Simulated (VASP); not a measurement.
Input of a VASP 6.6.1 run:

Contents of POSCAR:

```
MgAg2SnSe4
1.0
   -2.9882110803      2.9882110803      5.7714141458
    2.9882110803     -2.9882110803      5.7714141458
    2.9882110803      2.9882110803     -5.7714141458
Ag Mg Sn Se
2 1 1 4
Direct
    0.0000000000      0.0000000000      0.0000000000
    0.7500000000      0.2500000000      0.5000000000
    0.2500000000      0.7500000000      0.5000000000
    0.5000000000      0.5000000000      0.0000000000
    0.1379516811      0.6216004539      1.0100537781
    0.3783995461      0.3884533241      0.5163512272
    0.6115466759      0.1278979031     -0.0100537781
    0.8721020969      0.8620483189      0.4836487728
```

File INCAR.step1:

```
  PREC = Accurate
  ENCUT = 520
  ISMEAR = 0
  SIGMA = 0.01
  LREAL = F
  LASPH = T
  NELM = 100
  NBANDS = 41
  GGA = PE
  ALGO = Normal
  EDIFF = 1E-4
  LWAVE = T
  LCHARG = F
```

Contents of INCAR.step2:

```
  PREC = Accurate
  ENCUT = 520
  EDIFF = 1E-6
  ISMEAR = 0
  SIGMA = 0.01
  LREAL = F
  LASPH = T
  NELM = 100
  ALGO = Normal
  ISIF = 2
  LWAVE = F
  LCHARG = F
  METAGGA = R2SCAN
  LMIXTAU = T
  NBANDS = 41
  ISTART = 1
```

File KPOINTS:

```
Automatic mesh
0
Gamma
  6 6 6
```

Potentials or basis: VASP PAW PBE potentials, release 64 (Ag, Mg, Sn_d, Se).

Run with:

```console
$ cat potpaw_PBE.64/Ag/POTCAR potpaw_PBE.64/Mg/POTCAR potpaw_PBE.64/Sn_d/POTCAR potpaw_PBE.64/Se/POTCAR > POTCAR
$ cp INCAR.step1 INCAR
$ mpirun -np 1 vasp_std > vasp.out
$ cp INCAR.step2 INCAR
$ mpirun -np 1 vasp_std > vasp.out
```

(1) Estimate the pressure.

(2) What does it give for the band gap on the k mesh?

Results:

(1) 3.6 GPa.

(2) 0.91 eV.

Caveat: the cell stands under pressure; the PAW data sets were made with another functional, which shifts forces and pressure a little; spin-orbit coupling is left out, which moves the levels of the heavy elements.
